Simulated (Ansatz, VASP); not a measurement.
CuO in VASP and in Ansatz

```
Cu O
1.0
     2.94885    0.00000    0.00000
     0.00000    2.94885    0.00000
     0.00000    0.00000    5.15070
Cu O
2 2
Direct
  0.50000 0.00000 0.50000
  0.00000 0.50000 0.00000
  0.00000 0.00000 0.25000
  0.00000 0.00000 0.75000
```

Alike in both runs: functional PBE; k mesh 16 × 16 × 10; occupations gaussian, width 0.1 eV; no spin polarisation.

Ansatz relaxed the structure, and its values are those at the end. VASP's run is a single point on that final structure, the one shown.

```csv
,VASP,Ansatz
version,VASP 6.6.1,Ansatz 0.2.0
potentials or method,"VASP PAW PBE potentials, release 64 (Cu, O), cutoff 520 eV","scalar-relativistic, plane waves, PAW"
valence electrons in the cell,34,50
```

|  | VASP | Ansatz | Ansatz less VASP |
| --- | --- | --- | --- |
| gap on the k mesh at the Fermi level (eV) | none | none | - |
| pressure (GPa) | 0.7 | 0.0 | -0.69 |

A gap of «none» marks a metal or a gap that the smearing closes. With one functional, cell and mesh, what is left measures potentials, basis and numerics. VASP's potentials hold 34 valence electrons a cell and Ansatz's 50, so a difference there can come from the potentials and not from the codes.
